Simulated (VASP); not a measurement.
# Zn (P6_3/mmc) in VASP: relaxation of shape and atoms at fixed volume with r2SCAN

Aim: the relaxation of shape and atoms at fixed volume of Zn with r2SCAN.

Program: VASP 6.6.1. These are calculated values, not measurements. Logs are shortened: lines on timing, memory, paths and dates and some standing lists are left out, and cuts for length are marked.

## (1) The cell of the first run

It takes space group P6_3/mmc (No. 194, hexagonal). The conventional cell has a = 2.565 Å, b = 2.565 Å, c = 4.802 Å, α = 90.00°, β = 90.00°, γ = 120.00°. Within 3.4 Å of Zn (site symmetry -6m2) lie 12 Zn at 2.57 to 2.82 Å.

## (2) Relaxation of shape and atoms at fixed volume, r2SCAN (13.68 Å³/atom)

Input file POSCAR:

```
Zn
1.0
    2.5650785798      0.0000000000      0.0000000000
   -1.2825392899      2.2214232128      0.0000000000
    0.0000000000      0.0000000000      4.8024195267
Zn
2
Direct
    0.3333333333      0.6666666667      0.2500000000
    0.6666666667      0.3333333333      0.7500000000
```

Input file INCAR.step1:

```
PREC = Accurate ; ENCUT = 600
ISMEAR = 0 ; SIGMA = 0.1
LREAL = False ; LASPH = True
NELM = 60 ; GGA = PE
ALGO = Normal ; EDIFF = 1E-4
LWAVE = True ; LCHARG = False
```

Input file INCAR.step2:

```
PREC = Accurate ; ENCUT = 600
EDIFF = 1E-6 ; ISMEAR = 0
SIGMA = 0.1 ; LREAL = False
LASPH = True ; NELM = 60
ALGO = Normal ; ISIF = 4
LWAVE = False ; LCHARG = False
METAGGA = R2SCAN ; LMIXTAU = True
IBRION = 2 ; NSW = 50
EDIFFG = -0.01 ; ISTART = 1
```

Input file KPOINTS:

```
Automatic mesh
0
Gamma
  18 18 8
```

Potentials or basis: VASP PAW PBE potentials, release 64 (Zn).

The run is started by

```sh
$ cat potpaw_PBE.64/Zn/POTCAR > POTCAR
$ cp INCAR.step1 INCAR
$ mpirun -np 1 vasp_std > vasp.out
$ cp INCAR.step2 INCAR
$ mpirun -np 1 vasp_std > vasp.out
```

OUTCAR:

```text
PREC = Accurate
   ENCUT = 600
   EDIFF = 1E-6
   ISMEAR = 0
   LREAL = False
   LASPH = True
   NELM = 60
   ISIF = 4
   METAGGA = R2SCAN
   IBRION = 2
   NSW = 50
   EDIFFG = -0.01
   ISTART = 1

 ion  position               nearest neighbor table
   1  0.333  0.667  0.250-   2 2.82   2 2.82   2 2.82   2 2.82   2 2.82   2 2.82
   2  0.667  0.333  0.750-   1 2.82   1 2.82   1 2.82   1 2.82   1 2.82   1 2.82

  LATTYP: Found a hexagonal cell.
 ALAT       =     2.5650785798
 C/A-ratio  =     1.8722309580

  Lattice vectors:

 A1 = (   2.5650785798,   0.0000000000,   0.0000000000)
 A2 = (  -1.2825392899,   2.2214232128,   0.0000000000)
 A3 = (   0.0000000000,   0.0000000000,   4.8024195267)

Analysis of symmetry for initial positions (statically):
=====================================================================
 Subroutine PRICEL returns:
 Original cell was already a primitive cell.

 Routine SETGRP: Setting up the symmetry group for a
 hexagonal supercell.

 Subroutine GETGRP returns: Found 24 space group operations
 (whereof 12 operations were pure point group operations)
 out of a pool of 24 trial point group operations.

The static configuration has the point symmetry D_3d.
 The point group associated with its full space group is D_6h.

Analysis of symmetry for dynamics (positions and initial velocities):
=====================================================================
 Subroutine PRICEL returns:
 Original cell was already a primitive cell.

 Routine SETGRP: Setting up the symmetry group for a
 hexagonal supercell.

 Subroutine GETGRP returns: Found 24 space group operations
 (whereof 12 operations were pure point group operations)
 out of a pool of 24 trial point group operations.

The dynamic configuration has the point symmetry D_3d.
 The point group associated with its full space group is D_6h.

 Subroutine INISYM returns: Found 24 space group operations
 (whereof 12 operations are pure point group operations),
 and found     1 'primitive' translations

----------------------------------------------------------------------------------------

                                     Primitive cell

  volume of cell :      27.3648

  direct lattice vectors                    reciprocal lattice vectors
     2.565078580  0.000000000  0.000000000     0.389851604  0.225080929  0.000000000
    -1.282539290  2.221423213  0.000000000     0.000000000  0.450161858  0.000000000
     0.000000000  0.000000000  4.802419527     0.000000000  0.000000000  0.208228372

  length of vectors
     2.565078580  2.565078580  4.802419527     0.450161858  0.450161858  0.208228372

  position of ions in fractional coordinates (direct lattice)
     0.333333333  0.666666667  0.250000000
     0.666666667  0.333333333  0.750000000

  ion indices of the primitive-cell ions
   primitive index   ion index
                 1           1
                 2           2

----------------------------------------------------------------------------------------

 KPOINTS: Automatic mesh

Automatic generation of k-mesh.
 Grid dimensions read from file:
 generate k-points for:   18   18    8

 Generating k-lattice:

  Cartesian coordinates                     Fractional coordinates (reciprocal lattice)
     0.021658422  0.012504496  0.000000000     0.055555556  0.000000000  0.000000000
     0.000000000  0.025008992  0.000000000     0.000000000  0.055555556  0.000000000
     0.000000000  0.000000000  0.026028547     0.000000000  0.000000000  0.125000000

  Length of vectors
     0.025008992  0.025008992  0.026028547

  Shift w.r.t. Gamma in fractional coordinates (k-lattice)
     0.000000000  0.000000000  0.000000000

 Subroutine IBZKPT returns following result:
 ===========================================

 Found    185 irreducible k-points:

 Following reciprocal coordinates:
            Coordinates               Weight
  0.000000  0.000000  0.000000      1.000000
  0.055556  0.000000  0.000000      6.000000
  0.111111  0.000000  0.000000      6.000000
  0.166667  0.000000  0.000000      6.000000
  0.222222 -0.000000  0.000000      6.000000
  0.277778  0.000000  0.000000      6.000000
[... 16 lines left out ...]
  0.333333  0.111111  0.000000     12.000000
  0.388889  0.111111  0.000000     12.000000
 [... further k-points ...]
   k-points           NKPTS =    185   k-points in BZ     NKDIM =    185   number of bands    NBANDS=     16
   number of dos      NEDOS =    301   number of ions     NIONS =      2
   total plane-waves  NPLWV =  16000
   dimension x,y,z NGX =    20 NGY =   20 NGZ =   40
   dimension x,y,z NGXF=    40 NGYF=   40 NGZF=   80
   ions per type =               2
   NGX,Y,Z   is equivalent  to a cutoff of  12.96, 12.96, 13.85 a.u.
   NGXF,Y,Z  is equivalent  to a cutoff of  25.92, 25.92, 27.69 a.u.
 SYSTEM =  unknown system
   PREC   = accura    normal or accurate (medium, high low for compatibility)
   ISTART =      1    job   : 0-new  1-cont  2-samecut
   ICHARG =      0    charge: 1-file 2-atom 10-const
   ISPIN  =      1    spin polarized calculation?
   LNONCOLLINEAR =      F non collinear calculations
   LSORBIT =      F    spin-orbit coupling
   LASPH  =      T    aspherical Exc in radial PAW
   ENCUT  =  600.0 eV  44.10 Ry    6.64 a.u.   5.12  5.12  9.59*2*pi/ulx,y,z
   NELM   =     60;   NELMIN=  2; NELMDL=  0     # of ELM steps
   EDIFF  = 0.1E-05   stopping-criterion for ELM
   LREAL  =      F    real-space projection
   EDIFFG = -.1E-01   stopping-criterion for IOM
   NSW    =     50    number of steps for IOM
   IBRION =      2    ionic relax: 0-MD 1-quasi-New 2-CG
   NFREE  =      1    steps in history (QN), initial steepest desc. (CG)
   ISIF   =      4    stress and relaxation
   ISYM   =      2    0-nonsym 1-usesym 2-fastsym
   POTIM  = 0.5000    time-step for ionic-motion
   TEBEG  =    0.0;   TEEND  =   0.0 temperature during run
   PSTRESS=    0.0 pullay stress
   NELECT =      24.0000    total number of electrons
   NUPDOWN=      -1.0000    fix difference up-down
   EMIN   =  10.00;   EMAX   =-10.00  energy-range for DOS
   EFERMI =   0.00;   METHOD = LEGACY
   ISMEAR =     0;   SIGMA  =   0.10  broadening in eV -4-tet -1-fermi 0-gaus
   EFERMI_NEDOS =   21; number of points for ismear=-14 and -15
   IALGO  =     38    algorithm
   IMIX   =      4    mixing-type and parameters
     AMIX     =   0.40;   BMIX     =  1.00
     AMIX_MAG =   1.60;   BMIX_MAG =  1.00
  volume/ion in A,a.u.               =      13.68        92.33
  Fermi-wavevector in a.u.,A,eV,Ry     =   1.567044  2.961284 33.410837  2.455627
  Thomas-Fermi vector in A             =   2.669282
   LORBIT       =      0    0 simple, 1 ext, 2 COOP (PROOUT), +10 PAW based schemes
   METAGGA = R2SCAN    functional components
   LHFCALC =     F    Hartree Fock is set to
   AEXX    =    0.0000 exact exchange contribution
   IVDW    =     0    specifies the selected vdW correction
   LEPSILON=     F    determine dielectric tensor
   LRPA    =     F    only Hartree local field effects (RPA)
 conjugate gradient relaxation of ions
 non-spin polarized calculation
 Gauss-broadening in eV      SIGMA  =   0.10
  energy-cutoff  :      600.00
  volume of cell :       27.36
 maximum number of plane-waves:       932
   NGX = 11   NGY = 11   NGZ = 19

--------------------------------------- Ionic step        1  -------------------------------------------

 number of electron      23.9999973 magnetization

 Free energy of the ion-electron system (eV)
  ---------------------------------------------------
  ext. energy  EPLUGINS =         0.00000000
  ---------------------------------------------------
  free energy    TOTEN  =       -17.77676843 eV

  energy without entropy =      -17.77508966  energy(sigma->0) =      -17.77592904

------------------------ aborting loop because EDIFF is reached ----------------------------------------

  FORCE on cell =-STRESS in cart. coord.  units (eV):
  Direction    XX          YY          ZZ          XY          YZ          ZX
  --------------------------------------------------------------------------------------
  -------------------------------------------------------------------------------------
  Total        1.1091704      1.1091704      0.7718746     -0.0000000      0.0000000      0.0000000
  in kB       64.9406733     64.9406733     45.1923869     -0.0000000      0.0000000      0.0000000
  external PRESSURE =      58.3579111 kB  Pullay stress =       0.0000000 kB
[... 165 lines left out ...]
  energy  without entropy=      -17.7775489247  energy(sigma->0) =      -17.77851719

--------------------------------------- Ionic step        6  -------------------------------------------

 number of electron      24.0000007 magnetization

 Free energy of the ion-electron system (eV)
  ---------------------------------------------------
  ext. energy  EPLUGINS =         0.00000000
  ---------------------------------------------------
  free energy    TOTEN  =       -17.77963063 eV

  energy without entropy =      -17.77779478  energy(sigma->0) =      -17.77871271

 E-fermi :   3.8963     XC(G=0): -13.2939

 val. band max:        3.8615751671   @ k =   0.3333   0.3333   0.1250
 cond. band min:       3.9104317767   @ k =   0.3333   0.2778   0.1250
 fundamental gap:      0.0488566096
 Fermi energy:         3.8962579565

 k-point     1 :       0.0000    0.0000    0.0000
  band No.  band energies     occupation
      1      -8.0012      2.00000
      2      -5.6871      2.00000
      3      -4.7744      2.00000
      4      -4.5109      2.00000
      5      -4.5107      2.00000
      6      -4.4421      2.00000
[... 8 lines left out ...]
     15      23.3143      0.00000
     16      23.3144      0.00000
[... 420 lines left out ...]
  band No.  band energies     occupation
      1      -5.3093      2.00000
      2      -5.2014      2.00000
      3      -5.1095      2.00000
      4      -4.5218      2.00000
      5      -4.3953      2.00000
      6      -4.3618      2.00000
[... 8 lines left out ...]
     15      10.3225      0.00000
     16      11.2606      0.00000

 [... further k-points ...]
[... 5 lines left out ...]
  --------------------------------------------------------------------------------------
  -------------------------------------------------------------------------------------
  Total        0.8901813      0.8901813      0.8968480      0.0000000     -0.0000000      0.0000000
  in kB       52.1191071     52.1191071     52.5094358      0.0000000     -0.0000000      0.0000000
  external PRESSURE =      52.2492167 kB  Pullay stress =       0.0000000 kB
[... 17 lines left out ...]
  FREE ENERGIE OF THE ION-ELECTRON SYSTEM (eV)
  ---------------------------------------------------
  free  energy   TOTEN  =       -17.7796306280 eV

  energy  without entropy=      -17.7777947845  energy(sigma->0) =      -17.77871271

 reached required accuracy - stopping structural energy minimisation
```

Wall time 22 min (1 thread of Intel Xeon 8259CL, shared host); peak memory 0.22 GiB.

Results:

| Property | Result |
| --- | --- |
| Free energy | -17.7796 eV |
| Energy gained by relaxing | 1.4 meV/atom |
| Ionic steps | 6 |
| Pressure after relaxing | 5.2 GPa |
| Band gap on the k mesh | zero (bands 12 and 13 overlap by 4.46 eV) |

Step by step:
```
step  energy change (eV)  largest force (eV/Å)  pressure (GPa)  volume (Å³)
   1              0.0000                0.0000            5.84        27.36
   2             -0.0015                0.0000            5.66        27.36
   3             -0.0028                0.0000            5.36        27.36
   4             -0.0004                0.0000            4.75        27.36
   5             -0.0027                0.0000            5.13        27.36
   6             -0.0029                0.0000            5.22        27.36
```

Final structure:
```xyz
2
Lattice="2.5867 0.0000 0.0000 -1.2933 2.2401 0.0000 0.0000 0.0000 4.7226" Properties=species:S:1:pos:R:3 pbc="T T T"
Zn    0.0000    1.4934    1.1806
Zn    1.2933    0.7467    3.5419
```

Levels at points of the mesh, in eV from the Fermi level:
```csv
k point,band 8,band 9,band 10,band 11,band 12,band 13,band 14,band 15,band 16
"(0.00, 0.00, 0.00)",-7.97,-7.97,-7.69,-7.69,-4.42,-2.94,15.92,19.42,19.42
"(0.50, 0.00, 0.00)",-7.70,-7.49,-7.47,-3.54,-2.52,3.12,3.74,5.11,6.10
"(0.00, 0.00, 0.50)",-8.40,-7.80,-7.80,-7.80,-7.80,5.43,5.43,21.00,21.00
"(0.50, 0.00, 0.50)",-7.72,-7.48,-7.48,-2.50,-2.50,0.31,0.31,11.65,11.65
```

Caveat: the PAW data sets were made with another functional, which shifts forces and pressure a little.

The gap in the log of VASP goes by the Fermi energy; the results here count the filled bands.